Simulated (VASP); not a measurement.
Set up this calculation in VASP 6.6.1, as the native input.

```
Task                    : single point
Functional              : PBE
Potentials or basis     : VASP PAW PBE potentials, release 64 (Mn_pv, Br)
Cutoff                  : 520 eV
k mesh                  : 6 × 6 × 6
Occupations             : gaussian, width 0.05 eV
Spin                    : collinear spin, ferromagnetic start
Starting moments        : [4.84, 0.0, 0.0, 0.0] μB
Hubbard terms           : Mn d U = 3.9 eV
Dipole correction       : no
k mesh for the DOS      : 9 × 9 × 9
Occupations for the DOS : tetrahedron
Further INCAR settings  : ALGO = Normal; EDIFF = 1e-06
```

The system is MnBr3.

```
Mn Br
1.0
     5.25880    0.00000    0.00000
     0.00000    5.25880    0.00000
     0.00000    0.00000    5.25880
Mn Br
1 3
Direct
  0.00000 0.00000 0.00000
  0.50000 0.00000 0.00000
  0.00000 0.00000 0.50000
  0.00000 0.50000 0.00000
```

The input as run:

POSCAR

```
MnBr3
1.0
    5.2587987604      0.0000000000      0.0000000000
    0.0000000000      5.2587987604      0.0000000000
    0.0000000000      0.0000000000      5.2587987604
Mn Br
1 3
Direct
    0.0000000000      0.0000000000      0.0000000000
    0.5000000000      0.0000000000      0.0000000000
    0.0000000000      0.0000000000      0.5000000000
    0.0000000000      0.5000000000      0.0000000000
```

INCAR.step1

```
SYSTEM = MnBr3
ALGO     = Normal         ! electronic algorithm
EDIFF    = 1E-6           ! SCF threshold, eV
ENCUT    = 520            ! plane-wave cutoff, eV
GGA      = PE             ! functional
ISIF     = 2              ! what is computed and relaxed
ISMEAR   = 0              ! smearing method
ISPIN    = 2              ! spin polarisation
LASPH    = .TRUE.         ! aspherical terms in the spheres
LCHARG   = .TRUE.         ! write CHGCAR
LDAU     = .TRUE.         ! DFT+U
LDAUJ    = 0 0          
LDAUL    = 2 -1           ! shell
LDAUPRINT= 1            
LDAUTYPE = 2            
LDAUU    = 3.9 0          ! U, eV
LMAXMIX  = 4              ! l up to which the mixer works
LREAL    = .FALSE.        ! projectors in reciprocal space
LWAVE    = .FALSE.        ! write WAVECAR
MAGMOM   = 4.84 0 0 0     ! initial moments
NBANDS   = 29             ! bands
NELM     = 150            ! most SCF steps
PREC     = Accurate       ! precision mode
SIGMA    = 0.05           ! smearing width, eV
```

KPOINTS.step1

```
k-points
0
G
  6 6 6
  0 0 0
```

INCAR.step2

```
SYSTEM = MnBr3
ALGO     = Normal         ! electronic algorithm
EDIFF    = 1E-6           ! SCF threshold, eV
ENCUT    = 520            ! plane-wave cutoff, eV
GGA      = PE             ! functional
ICHARG   = 11             ! starting density
ISIF     = 2              ! what is computed and relaxed
ISMEAR   = -5             ! smearing method
ISPIN    = 2              ! spin polarisation
LASPH    = .TRUE.         ! aspherical terms in the spheres
LCHARG   = .FALSE.        ! write CHGCAR
LDAU     = .TRUE.         ! DFT+U
LDAUJ    = 0 0          
LDAUL    = 2 -1           ! shell
LDAUPRINT= 1            
LDAUTYPE = 2            
LDAUU    = 3.9 0          ! U, eV
LMAXMIX  = 4              ! l up to which the mixer works
LORBIT   = 11             ! projections on sites
LREAL    = .FALSE.        ! projectors in reciprocal space
LWAVE    = .FALSE.        ! write WAVECAR
MAGMOM   = 4.84 0 0 0     ! initial moments
NEDOS    = 1001           ! points of the DOS
NELM     = 150            ! most SCF steps
PREC     = Accurate       ! precision mode
SIGMA    = 0.05           ! smearing width, eV
```

KPOINTS.step2

```
k-points
0
G
  9 9 9
  0 0 0
```

Potentials or basis: VASP PAW PBE potentials, release 64 (Mn_pv, Br).

The run is started by

```bash
$ cat potpaw_PBE.64/Mn_pv/POTCAR potpaw_PBE.64/Br/POTCAR > POTCAR
$ cp INCAR.step1 INCAR
$ cp KPOINTS.step1 KPOINTS
$ mpirun -np 1 vasp_std > vasp.out
$ cp INCAR.step2 INCAR
$ cp KPOINTS.step2 KPOINTS
$ mpirun -np 1 vasp_std > vasp.out
```

It gave:

| Property | Result |
| --- | --- |
| Net moment | 4.17 μB per cell |
| Site moments | Mn +4.46; Br -0.12 μB |
| Valence electrons inside the program's atomic spheres | Mn 11.22; Br 4.83 |

Wall time 6.9 min on 1 thread of Intel Xeon 8259CL, on a shared host, peak memory 0.38 GiB.
